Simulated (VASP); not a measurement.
## Li: single point with r2SCAN

The system is Li.

```
Li
1.0
     0.00000    2.20200    2.06988
     2.20200    0.00000    2.06988
     2.20200    2.20200    0.00000
Li
1
Direct
  0.00000 0.00000 0.00000
```

This cell differs from its parent crystal: strain -0.0600 x Voigt [0, 0, 1, 0, 0, 0].

```json
{"Program": "VASP 6.6.1", "Task": "single point", "Functional": "r2SCAN", "Potentials or basis": "VASP PAW PBE potentials, release 64 (Li_sv)", "Cutoff": "830 eV", "k mesh": "18 × 18 × 18", "Occupations": "gaussian, width 0.15 eV", "Spin": "no spin polarisation"}
```

```json
{"Pressure": "0.2 GPa", "Band gap on the k mesh": "zero (an odd number of electrons rules out a gap without spin polarisation)"}
```

Stress tensor (GPa, compression positive):
```
0.11 0.00 0.00
0.00 0.11 0.00
0.00 0.00 0.45
```

Levels at points of the mesh, in eV from the Fermi level:
| k point | band 1 | band 2 | band 3 | band 4 | band 5 | band 6 |
| --- | --- | --- | --- | --- | --- | --- |
| (0.00, 0.00, 0.00) | -48.03 | -3.90 | 16.01 | 16.13 | 16.13 | 19.45 |
| (0.50, 0.00, 0.00) | -48.01 | -0.01 | 3.18 | 13.55 | 14.50 | 17.05 |
| (0.50, 0.50, 0.00) | -48.00 | 2.31 | 5.63 | 8.71 | 8.71 | 10.70 |
| (0.50, 0.00, 0.50) | -48.01 | 1.40 | 4.77 | 9.55 | 9.86 | 11.67 |

Wall time 4.1 min on 1 thread of Intel(R) Xeon(R) 6975P-C (Granite Rapids), with other jobs on the host, peak memory 0.24 GiB.

Caveat: the cell differs from its parent crystal (strain -0.0600 x Voigt [0, 0, 1, 0, 0, 0]); the PAW data sets were made with another functional, which shifts forces and pressure a little.
